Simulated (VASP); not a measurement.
**Rh: single point with PBEsol**

Crystal: Rh.

```xyz
1
Lattice="0.0000 1.8825 1.9016 1.9016 0.0000 1.9016 1.9016 1.8825 0.0000" Properties=species:S:1:pos:R:3 pbc="T T T"
Rh    0.0000    0.0000    0.0000
```

This cell differs from its parent crystal: strain -0.0100 x Voigt [0, 1, 0, 0, 0, 0].

```
Program                : VASP 6.6.1
Task                   : single point
Functional             : PBEsol
Potentials or basis    : VASP PAW PBE potentials, release 64 (Rh_pv)
Cutoff                 : 520 eV
k mesh                 : 22 × 22 × 22
Occupations            : gaussian, width 0.15 eV
Spin                   : no spin polarisation
Dipole correction      : no
Further INCAR settings : ALGO = Fast; EDIFF = 1e-06; NBANDS = 14
```

```yaml
Pressure: -2.3 GPa
Band_gap_on_the_k_mesh: zero (an odd number of electrons rules out a gap without spin polarisation)
```

Stress tensor (GPa, compression positive):
```
-3.15  0.00  0.00
 0.00 -0.62  0.00
 0.00  0.00 -3.15
```

Levels at points of the mesh, in eV from the Fermi level:
```tsv
k point	band 3	band 4	band 5	band 6	band 7	band 8	band 9	band 10	band 11	band 12
(0.00, 0.00, 0.00)	-46.35	-8.12	-3.18	-3.18	-3.07	-1.06	-0.93	15.93	20.34	21.33
(0.50, 0.00, 0.00)	-46.45	-6.25	-3.27	-3.16	0.56	0.62	0.64	8.69	15.44	20.34
(0.50, 0.50, 0.00)	-46.62	-6.44	-6.06	0.57	0.96	1.06	3.12	12.26	13.30	13.41
(0.50, 0.00, 0.50)	-46.64	-6.44	-6.07	0.57	1.02	1.02	3.34	12.54	13.17	13.17
```

Wall time 110 s on 1 thread of Intel Xeon 8259CL, on a shared host, peak memory 0.25 GiB.

Caveat: the cell differs from its parent crystal (strain -0.0100 x Voigt [0, 1, 0, 0, 0, 0]); the PAW data sets were made with another functional, which shifts forces and pressure a little.
